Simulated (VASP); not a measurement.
# KCl (Pm-3m) in VASP: notebook

The runs below take KCl through relaxation of cell and atoms, with PBEsol.

Everything below comes from runs of VASP 6.6.1. Logs are shortened: lines on timing, memory, paths and dates and some standing lists are left out, and cuts for length are marked.

### 1 The cell of the first run

The structure is cubic, space group Pm-3m (No. 221). Conventional cell: a = 3.041 Å, b = 3.041 Å, c = 3.041 Å, α = 90.00°, β = 90.00°, γ = 90.00°. Within 3.5 Å of K (site symmetry m-3m) lie 8 Cl at 2.63 Å and 6 K at 3.04 Å. Cl (site symmetry m-3m) has 8 K at 2.63 Å and 6 Cl at 3.04 Å within 3.5 Å.

### 2 Relaxation of cell and atoms, PBEsol, target pressure 61 GPa, at which the enthalpy is minimised

File INCAR:

```
SYSTEM = KCl
PREC     = Accurate       ! precision mode
ENCUT    = 500            ! plane-wave cutoff, eV
EDIFF    = 1E-7           ! SCF threshold, eV
ISMEAR   = 0              ! smearing method
SIGMA    = 0.1            ! smearing width, eV
LREAL    = .FALSE.        ! projectors in reciprocal space
LASPH    = .TRUE.         ! aspherical terms in the spheres
NELM     = 120            ! most SCF steps
ALGO     = Normal         ! electronic algorithm
ISIF     = 3              ! what is computed and relaxed
LWAVE    = .FALSE.        ! write WAVECAR
LCHARG   = .FALSE.        ! write CHGCAR
GGA      = PS             ! functional
IBRION   = 2              ! ionic algorithm
NSW      = 80             ! ionic steps
EDIFFG   = -0.05          ! ionic threshold
PSTRESS  = 610.0        
GGA_COMPAT= .FALSE.      
NELMIN   = 4
```

File KPOINTS:

```
regular mesh
0
G
  6 6 6
  0 0 0
```

File POSCAR:

```
KCl
1.0
    3.0411135708      0.0000000000      0.0000000000
    0.0000000000      3.0411135708      0.0000000000
    0.0000000000      0.0000000000      3.0411135708
K Cl
1 1
Direct
    0.0000000000      0.0000000000      0.0000000000
    0.5000000000      0.5000000000      0.5000000000
```

Potentials or basis: VASP PAW PBE potentials, release 64 (K_sv, Cl).

Started as:

```sh
> cat potpaw_PBE.64/K_sv/POTCAR potpaw_PBE.64/Cl/POTCAR > POTCAR
> mpirun -np 1 vasp_std > vasp.out
```

OUTCAR:

```text
SYSTEM = KCl
   PREC = Accurate
   ENCUT = 500
   EDIFF = 1E-7
   ISMEAR = 0
   LREAL = .FALSE.
   LASPH = .TRUE.
   NELM = 120
   ISIF = 3
   GGA = PS
   IBRION = 2
   NSW = 80
   EDIFFG = -0.05
   PSTRESS = 610.0
   NELMIN = 4

 ion  position               nearest neighbor table
   1  0.000  0.000  0.000-   2 2.63   2 2.63   2 2.63   2 2.63   2 2.63   2 2.63   2 2.63   2 2.63

   2  0.500  0.500  0.500-   1 2.63   1 2.63   1 2.63   1 2.63   1 2.63   1 2.63   1 2.63   1 2.63

  LATTYP: Found a simple cubic cell.
 ALAT       =     3.0411135708

  Lattice vectors:

 A1 = (   3.0411135708,   0.0000000000,   0.0000000000)
 A2 = (   0.0000000000,   3.0411135708,   0.0000000000)
 A3 = (   0.0000000000,   0.0000000000,   3.0411135708)

Analysis of symmetry for initial positions (statically):
=====================================================================
 Subroutine PRICEL returns:
 Original cell was already a primitive cell.

 Routine SETGRP: Setting up the symmetry group for a
 simple cubic supercell.

 Subroutine GETGRP returns: Found 48 space group operations
 (whereof 48 operations were pure point group operations)
 out of a pool of 48 trial point group operations.

The static configuration has the point symmetry O_h .

Analysis of symmetry for dynamics (positions and initial velocities):
=====================================================================
 Subroutine PRICEL returns:
 Original cell was already a primitive cell.

 Routine SETGRP: Setting up the symmetry group for a
 simple cubic supercell.

 Subroutine GETGRP returns: Found 48 space group operations
 (whereof 48 operations were pure point group operations)
 out of a pool of 48 trial point group operations.

The dynamic configuration has the point symmetry O_h .

 Subroutine INISYM returns: Found 48 space group operations
 (whereof 48 operations are pure point group operations),
 and found     1 'primitive' translations

----------------------------------------------------------------------------------------

                                     Primitive cell

  volume of cell :      28.1253

  direct lattice vectors                    reciprocal lattice vectors
     3.041113571  0.000000000  0.000000000     0.328826917  0.000000000  0.000000000
     0.000000000  3.041113571  0.000000000     0.000000000  0.328826917  0.000000000
     0.000000000  0.000000000  3.041113571     0.000000000  0.000000000  0.328826917

  length of vectors
     3.041113571  3.041113571  3.041113571     0.328826917  0.328826917  0.328826917

  position of ions in fractional coordinates (direct lattice)
     0.000000000  0.000000000  0.000000000
     0.500000000  0.500000000  0.500000000

  ion indices of the primitive-cell ions
   primitive index   ion index
                 1           1
                 2           2

----------------------------------------------------------------------------------------

 KPOINTS: regular mesh

Automatic generation of k-mesh.
 Grid dimensions read from file:
 generate k-points for:    6    6    6

 Generating k-lattice:

  Cartesian coordinates                     Fractional coordinates (reciprocal lattice)
     0.054804486  0.000000000  0.000000000     0.166666667  0.000000000  0.000000000
     0.000000000  0.054804486  0.000000000     0.000000000  0.166666667  0.000000000
     0.000000000  0.000000000  0.054804486     0.000000000  0.000000000  0.166666667

  Length of vectors
     0.054804486  0.054804486  0.054804486

  Shift w.r.t. Gamma in fractional coordinates (k-lattice)
     0.000000000  0.000000000  0.000000000

 Subroutine IBZKPT returns following result:
 ===========================================

 Found     20 irreducible k-points:

 Following reciprocal coordinates:
            Coordinates               Weight
  0.000000  0.000000  0.000000      1.000000
  0.166667  0.000000  0.000000      6.000000
  0.333333  0.000000  0.000000      6.000000
  0.500000  0.000000  0.000000      3.000000
  0.166667  0.166667  0.000000     12.000000
  0.333333  0.166667  0.000000     24.000000
[... 12 lines left out ...]
  0.500000  0.500000  0.333333      6.000000
  0.500000  0.500000  0.500000      1.000000
   k-points           NKPTS =     20   k-points in BZ     NKDIM =     20   number of bands    NBANDS=     12
   number of dos      NEDOS =    301   number of ions     NIONS =      2
   total plane-waves  NPLWV =  13824
   dimension x,y,z NGX =    24 NGY =   24 NGZ =   24
   dimension x,y,z NGXF=    48 NGYF=   48 NGZF=   48
   ions per type =               1   1
   NGX,Y,Z   is equivalent  to a cutoff of  13.12, 13.12, 13.12 a.u.
   NGXF,Y,Z  is equivalent  to a cutoff of  26.24, 26.24, 26.24 a.u.
 SYSTEM =  KCl
   PREC   = accura    normal or accurate (medium, high low for compatibility)
   ISTART =      0    job   : 0-new  1-cont  2-samecut
   ICHARG =      2    charge: 1-file 2-atom 10-const
   ISPIN  =      1    spin polarized calculation?
[... 17 lines left out ...]
   NUPDOWN=      -1.0000    fix difference up-down
   EMIN   =  10.00;   EMAX   =-10.00  energy-range for DOS
   EFERMI =   0.00;   METHOD = LEGACY
   ISMEAR =     0;   SIGMA  =   0.10  broadening in eV -4-tet -1-fermi 0-gaus
   EFERMI_NEDOS =   21; number of points for ismear=-14 and -15
   IALGO  =     38    algorithm
   IMIX   =      4    mixing-type and parameters
     AMIX     =   0.40;   BMIX     =  1.00
     AMIX_MAG =   1.60;   BMIX_MAG =  1.00
  volume/ion in A,a.u.               =      14.06        94.90
  Fermi-wavevector in a.u.,A,eV,Ry     =   1.356487  2.563388 25.035482  1.840056
  Thomas-Fermi vector in A             =   2.483486
   LORBIT       =      0    0 simple, 1 ext, 2 COOP (PROOUT), +10 PAW based schemes
   GGA     = PS    functional components
   LHFCALC =     F    Hartree Fock is set to
   AEXX    =    0.0000 exact exchange contribution
   IVDW    =     0    specifies the selected vdW correction
   LEPSILON=     F    determine dielectric tensor
   LRPA    =     F    only Hartree local field effects (RPA)
 conjugate gradient relaxation of ions
 non-spin polarized calculation
 Gauss-broadening in eV      SIGMA  =   0.10
  energy-cutoff  :      500.00
  volume of cell :       28.13
 maximum number of plane-waves:       739
 NGX is ok and might be reduce to    24
   NGX = 11   NGY = 11   NGZ = 11

--------------------------------------- Ionic step        1  -------------------------------------------

 number of electron      16.0000003 magnetization

 Free energy of the ion-electron system (eV)
  ---------------------------------------------------
  ext. energy  EPLUGINS =         0.00000000
  ---------------------------------------------------
  free energy    TOTEN  =        -4.30440906 eV

  energy without entropy =       -4.30440906  energy(sigma->0) =       -4.30440906

------------------------ aborting loop because EDIFF is reached ----------------------------------------

  FORCE on cell =-STRESS in cart. coord.  units (eV):
  Direction    XX          YY          ZZ          XY          YZ          ZX
  --------------------------------------------------------------------------------------
  -------------------------------------------------------------------------------------
  Total       10.9668331     10.9668331     10.9668331     -0.0000000     -0.0000000      0.0000000
  in kB      624.7322088    624.7322088    624.7322088     -0.0000000     -0.0000000      0.0000000
  external PRESSURE =      14.7322088 kB  Pullay stress =     610.0000000 kB

 VOLUME and BASIS-vectors are now :
 -----------------------------------------------------------------------------
  energy-cutoff  :      500.00
  volume of cell :       28.13
      direct lattice vectors                 reciprocal lattice vectors
     3.041113571  0.000000000  0.000000000     0.328826917  0.000000000  0.000000000
     0.000000000  3.041113571  0.000000000     0.000000000  0.328826917  0.000000000
     0.000000000  0.000000000  3.041113571     0.000000000  0.000000000  0.328826917
[... 46 lines left out ...]
  FREE ENERGIE OF THE ION-ELECTRON SYSTEM (eV)
  ---------------------------------------------------
  free  energy   TOTEN  =        -4.5034023011 eV

  energy  without entropy=       -4.5034023011  energy(sigma->0) =       -4.50340230

  enthalpy is  TOTEN    =         6.4064662499 eV   P V=       10.9098685511

--------------------------------------- Ionic step        3  -------------------------------------------

 number of electron      16.0000004 magnetization

 Free energy of the ion-electron system (eV)
  ---------------------------------------------------
  ext. energy  EPLUGINS =         0.00000000
  ---------------------------------------------------
  free energy    TOTEN  =        -4.36975124 eV

  energy without entropy =       -4.36975124  energy(sigma->0) =       -4.36975124

 E-fermi :   4.9473     XC(G=0): -11.7359

 val. band max:        4.5373082181   @ k =   0.5000   0.5000   0.0000
 cond. band min:       8.8244026644   @ k =   0.0000   0.0000   0.0000
 fundamental gap:      4.2870944463
 Fermi energy:         4.9473201515

 k-point     1 :       0.0000    0.0000    0.0000
  band No.  band energies     occupation
      1     -23.5010      2.00000
      2     -10.0810      2.00000
      3      -6.4388      2.00000
      4      -6.4388      2.00000
      5      -6.4388      2.00000
      6       4.4430      2.00000
      7       4.4430      2.00000
      8       4.4430      2.00000
      9       8.8244      0.00000
     10       8.8244      0.00000
     11      14.4001      0.00000
     12      16.3177      0.00000

 k-point     2 :       0.1667    0.0000    0.0000
  band No.  band energies     occupation
      1     -23.4177      2.00000
      2     -10.4252      2.00000
      3      -6.3544      2.00000
      4      -6.3544      2.00000
      5      -6.2409      2.00000
      6       3.0992      2.00000
      7       4.2454      2.00000
      8       4.2454      2.00000
      9       9.2200      0.00000
     10      10.4063      0.00000
     11      15.4370      0.00000
     12      16.3274      0.00000
[... 290 lines left out ...]
 POSITION                                       TOTAL-FORCE (eV/Angst)
 -----------------------------------------------------------------------------------
      0.00000      0.00000      0.00000         0.000000     -0.000000      0.000000
      1.52361      1.52361      1.52361        -0.000000      0.000000      0.000000
 -----------------------------------------------------------------------------------
    total drift:                                0.000000      0.000000     -0.000000

  FREE ENERGIE OF THE ION-ELECTRON SYSTEM (eV)
  ---------------------------------------------------
  free  energy   TOTEN  =        -4.3697512420 eV

  energy  without entropy=       -4.3697512420  energy(sigma->0) =       -4.36975124

  enthalpy is  TOTEN    =         6.4030351616 eV   P V=       10.7727864037

 reached required accuracy - stopping structural energy minimisation
```

It took 8.7 s on 1 thread of Intel Xeon 6975P-C (Granite Rapids), shared host; peak memory 0.14 GiB.

Results:

```yaml
Free_energy: -4.3698 eV
Relaxed_volume: 14.15 Å³/atom
Relaxed_cell: a = 3.047 Å, b = 3.047 Å, c = 3.047 Å, α = 90.00°, β = 90.00°, γ = 90.00°
Space_group_after_relaxing_to_0.1_Å: Pm-3m (No. 221)
Energy_change_on_relaxing_the_run_minimises_the_enthalpy: -32.7 meV/atom
Ionic_steps: 3
Pressure_after_relaxing: 61.0 GPa
Band_gap_on_the_k_mesh: 4.29 eV (least direct gap 4.38 eV)
```

The path:
```csv
step,energy change (eV),largest force (eV/Å),pressure (GPa),volume (Å³)
1,0.0000,0.0000,62.47,28.13
2,-0.1990,0.0000,57.98,28.65
3,-0.0653,0.0000,61.00,28.29
```

Final structure:
```yaml
crystal:
  lattice:
    - [3.04721, 0.00000, 0.00000]
    - [0.00000, 3.04721, 0.00000]
    - [0.00000, 0.00000, 3.04721]
  atoms:
    - { symbol: K, position: [0.00000, 0.00000, 0.00000] }
    - { symbol: Cl, position: [0.50000, 0.50000, 0.50000] }
```

Levels at points of the mesh, in eV from the valence-band top:
```csv
k point,band 5,band 6,band 7,band 8,band 9,band 10,band 11,band 12
"(0.00, 0.00, 0.00)",-10.98,-0.09,-0.09,-0.09,4.29,4.29,9.86,11.78
"(0.50, 0.00, 0.00)",-9.84,-4.41,-0.92,-0.92,6.99,9.22,11.98,12.07
"(0.50, 0.50, 0.00)",-10.41,-2.07,-2.07,0.00,5.61,7.65,8.39,8.39
"(0.50, 0.50, 0.50)",-11.95,-4.26,-4.26,-4.26,11.39,11.39,11.39,13.58
```

Caveat: the cell is relaxed towards a set pressure, so the run minimises the enthalpy, not the energy; the PAW data sets were made with another functional, which shifts forces and pressure a little.

### 3 Relaxation of cell and atoms, PBEsol, target pressure 61 GPa, at which the enthalpy is minimised

This run uses another cell than the first one, of 24.00 Å³/atom.

File INCAR:

```
ALGO = Normal
EDIFF = 1E-7
EDIFFG = -0.05
ENCUT = 500
GGA = PS
GGA_COMPAT = F
IBRION = 2
ISIF = 3
ISMEAR = 0
LASPH = T
LCHARG = F
LREAL = F
LWAVE = F
NELM = 120
NELMIN = 4
NSW = 80
PREC = Accurate
PSTRESS = 610.0
SIGMA = 0.1
```

File KPOINTS:

```
k-points
0
Gamma
  6 6 6
```

File POSCAR:

```
KCl
1.0
    3.6340000000      0.0000000000      0.0000000000
    0.0000000000      3.6340000000      0.0000000000
    0.0000000000      0.0000000000      3.6340000000
K Cl
1 1
Direct
    0.0000000000      0.0000000000      0.0000000000
    0.5000000000      0.5000000000      0.5000000000
```

Potentials or basis: VASP PAW PBE potentials, release 64 (K_sv, Cl).

Started as:

```sh
> cat potpaw_PBE.64/K_sv/POTCAR potpaw_PBE.64/Cl/POTCAR > POTCAR
> mpirun -np 1 vasp_std > vasp.out
```

It took 55 s on 1 thread of Intel Xeon 6975P-C (Granite Rapids), shared host; peak memory 0.18 GiB.

It converged, with:

```yaml
Free_energy: -4.3942 eV
Relaxed_volume: 14.17 Å³/atom
Relaxed_cell: a = 3.049 Å, b = 3.049 Å, c = 3.049 Å, α = 90.00°, β = 90.00°, γ = 90.00°
Space_group_after_relaxing_to_0.1_Å: Pm-3m (No. 221)
Energy_change_on_relaxing_the_run_minimises_the_enthalpy: +1245.1 meV/atom
Ionic_steps: 6
Pressure_after_relaxing: 60.6 GPa
Band_gap_on_the_k_mesh: 4.30 eV (least direct gap 4.39 eV)
```

The path:
```csv
step,energy change (eV),largest force (eV/Å),pressure (GPa),volume (Å³)
1,0.0000,0.0000,2.37,47.99
2,52.5021,0.0000,1640.47,9.19
3,0.8014,0.0000,23.00,35.32
4,1.3681,0.0000,35.62,32.17
5,2.6665,0.0000,64.62,27.90
6,2.4902,0.0000,60.64,28.35
```

Final structure:
```xyz
2
Lattice="3.0491 0.0000 0.0000 0.0000 3.0491 0.0000 0.0000 0.0000 3.0491" Properties=species:S:1:pos:R:3 pbc="T T T"
K     0.0000    0.0000    0.0000
Cl    1.5246    1.5246    1.5246
```

Levels at points of the mesh, in eV from the valence-band top:
```csv
k point,band 5,band 6,band 7,band 8,band 9,band 10,band 11,band 12
"(0.00, 0.00, 0.00)",-10.97,-0.10,-0.10,-0.10,4.30,4.30,9.84,11.78
"(0.50, 0.00, 0.00)",-9.84,-4.40,-0.91,-0.91,7.00,9.23,11.96,12.06
"(0.50, 0.50, 0.00)",-10.41,-2.07,-2.07,0.00,5.61,7.65,8.40,8.40
"(0.50, 0.50, 0.50)",-11.95,-4.24,-4.24,-4.24,11.38,11.38,11.38,13.57
```

Caveat: the cell is relaxed towards a set pressure, so the run minimises the enthalpy, not the energy; the volume moved by over 15 % at a fixed basis, so the end points are rough; the PAW data sets were made with another functional, which shifts forces and pressure a little. A k mesh can miss the band edges.

### 4 Relaxation of cell and atoms, PBEsol, target pressure 61 GPa, at which the enthalpy is minimised

File INCAR:

```
PREC = Accurate
ENCUT = 500
EDIFF = 1E-7
ISMEAR = 0
SIGMA = 0.01
LREAL = False
LASPH = True
NELM = 120
ALGO = Normal
ISIF = 3
LWAVE = False
LCHARG = False
GGA = PS
IBRION = 2
NSW = 80
EDIFFG = -0.002
PSTRESS = 610.0
GGA_COMPAT = False
NELMIN = 4
```

File KPOINTS:

```
regular mesh
0
Gamma
  8 8 8
```

File POSCAR:

```
KCl
1.0
    3.0411135708      0.0000000000      0.0000000000
    0.0000000000      3.0411135708      0.0000000000
    0.0000000000      0.0000000000      3.0411135708
K Cl
1 1
Direct
    0.0000000000      0.0000000000      0.0000000000
    0.5000000000      0.5000000000      0.5000000000
```

Started as:

```sh
> cat potpaw_PBE.64/K_sv/POTCAR potpaw_PBE.64/Cl/POTCAR > POTCAR
> mpirun -np 1 vasp_std > vasp.out
```

It took 16 s on 1 thread of Intel Xeon 6975P-C (Granite Rapids), shared host; peak memory 0.14 GiB.

Results (log left out):

```yaml
Free_energy: -4.3694 eV
Relaxed_volume: 14.15 Å³/atom
Relaxed_cell: a = 3.047 Å, b = 3.047 Å, c = 3.047 Å, α = 90.00°, β = 90.00°, γ = 90.00°
Space_group_after_relaxing_to_0.1_Å: Pm-3m (No. 221)
Energy_change_on_relaxing_the_run_minimises_the_enthalpy: -32.0 meV/atom
Ionic_steps: 3
Pressure_after_relaxing: 61.0 GPa
Band_gap_on_the_k_mesh: 4.29 eV (least direct gap 4.38 eV)
```

The path:
```
step  energy change (eV)  largest force (eV/Å)  pressure (GPa)  volume (Å³)
   1              0.0000                0.0000           62.44        28.13
   2             -0.1947                0.0000           58.05        28.64
   3             -0.0639                0.0000           61.00        28.29
```

Final structure:
```cif
data_structure
_symmetry_space_group_name_H-M 'P 1'
_symmetry_Int_Tables_number 1
_cell_length_a 3.0471
_cell_length_b 3.0471
_cell_length_c 3.0471
_cell_angle_alpha 90.000
_cell_angle_beta 90.000
_cell_angle_gamma 90.000
_cell_volume 28.29
loop_
_atom_site_label
_atom_site_type_symbol
_atom_site_fract_x
_atom_site_fract_y
_atom_site_fract_z
_atom_site_occupancy
K1 K 0.00000 0.00000 0.00000 1
Cl1 Cl 0.50000 0.50000 0.50000 1
```

Levels at points of the mesh, in eV from the valence-band top:
| k point | band 4 | band 5 | band 6 | band 7 | band 8 | band 9 | band 10 | band 11 | band 12 |
| --- | --- | --- | --- | --- | --- | --- | --- | --- | --- |
| (0.00, 0.00, 0.00) | -10.97 | -10.97 | -0.09 | -0.09 | -0.09 | 4.29 | 4.29 | 9.87 | 11.78 |
| (0.50, 0.00, 0.00) | -10.62 | -9.84 | -4.41 | -0.92 | -0.92 | 6.99 | 9.22 | 11.98 | 12.07 |
| (0.50, 0.50, 0.00) | -12.69 | -10.41 | -2.07 | -2.07 | 0.00 | 5.61 | 7.65 | 8.39 | 8.39 |
| (0.50, 0.50, 0.50) | -11.95 | -11.95 | -4.26 | -4.26 | -4.26 | 11.39 | 11.39 | 11.39 | 13.58 |

Caveat: the cell is relaxed towards a set pressure, so the run minimises the enthalpy, not the energy; the PAW data sets were made with another functional, which shifts forces and pressure a little. Zero-point motion and thermal expansion aren't in these numbers.

### 5 Summary

```csv
cell,k mesh,smearing,gap on the mesh (eV),pressure (GPa)
"relaxed to 61 GPa from a = 3.041 Å, 2 atoms",6 × 6 × 6,gaussian 0.1 eV,4.29,61.0
"relaxed to 61 GPa from a = 3.634 Å, 2 atoms",6 × 6 × 6,gaussian 0.1 eV,4.30,60.6
"relaxed to 61 GPa from a = 3.041 Å, 2 atoms",8 × 8 × 8,gaussian 0.01 eV,4.29,61.0
```

Alike in all rows: task relaxation of cell and atoms; level PBEsol; potentials or basis VASP PAW PBE potentials, release 64 (K_sv, Cl); no spin polarisation; cutoff (eV) 500.

Caveats: the cell is relaxed towards a set pressure, so the run minimises the enthalpy, not the energy; the PAW data sets were made with another functional, which shifts forces and pressure a little; the volume moved by over 15 % at a fixed basis, so the end points are rough (at least some runs).

Total energies depend on the potentials used, so only differences within one code and one set of settings carry meaning.
